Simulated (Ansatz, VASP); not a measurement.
This is a calculation of Rb for VASP 6.6.1.

The input INCAR:

```
PREC = Accurate
ENCUT = 600
EDIFF = 1E-6
ISMEAR = -1
SIGMA = 0.05
LREAL = F
LASPH = T
NELM = 60
ALGO = Normal
ISIF = 3
LWAVE = F
LCHARG = F
GGA = RE
IBRION = 2
NSW = 60
EDIFFG = -0.01
```

The input KPOINTS:

```
regular mesh
0
Gamma
  7 7 7
```

The input POSCAR:

```
Rb
1.0
   -2.8025000000      2.8025000000      2.8025000000
    2.8025000000     -2.8025000000      2.8025000000
    2.8025000000      2.8025000000     -2.8025000000
Rb
1
Direct
    0.0000000000      0.0000000000      0.0000000000
```

Potentials or basis: VASP PAW PBE potentials, release 64 (Rb_sv).

Run with:

```console
$ cat potpaw_PBE.64/Rb_sv/POTCAR > POTCAR
$ mpirun -np 1 vasp_std > vasp.out
```

Q: Translate it to Ansatz 0.2.0. Potentials there: Ansatz PAW.

A: As run (the cutoff follows the program's own potentials):

Contents of input.yaml:

```yaml
crystal:
  lattice:
    - [-2.8025, 2.8025, 2.8025]
    - [2.8025, -2.8025, 2.8025]
    - [2.8025, 2.8025, -2.8025]
  atoms:
    - { symbol: Rb, position: [0.0, 0.0, 0.0] }
hamiltonian:
  xc: revpbe
  pseudopotentials: { kind: paw }
kpoints:
  mp_grid: { grid: [7, 7, 7] }
scf:
  occupations: { method: fermi_dirac, width: 0.05 }
output:
  forces: true
  stress: true
  eigenvalues: true
relax:
  f_tol: 0.01
  max_steps: 40
  cell: { stress_tol: 0.05 }
```

Potentials or basis: Ansatz PAW.

Run with:

```sh
$ ansatz run input.yaml --threads 2 --pin off --max-ram 5632MiB --backend cpu --events-out ev --progress --plain --runs-dir out
```

Both were run:

|  | VASP | Ansatz | Ansatz less VASP |
| --- | --- | --- | --- |
| gap on the k mesh at the Fermi level, each at its own relaxed structure (eV) | none | none | - |
| relaxed volume (Å³/atom) | 98.78 | 98.83 | +0.052 |
| relaxed cell length with the largest relative difference (Å) | 5.044 | 5.045 | +0.0009 |

VASP's potentials were made for PBE, not for revPBE. A gap of «none» marks a metal or a gap that the smearing closes.

Noted on Ansatz's run: the plane-wave basis is chosen anew once the cell has moved, so the energies of steps on either side of that aren't comparable.
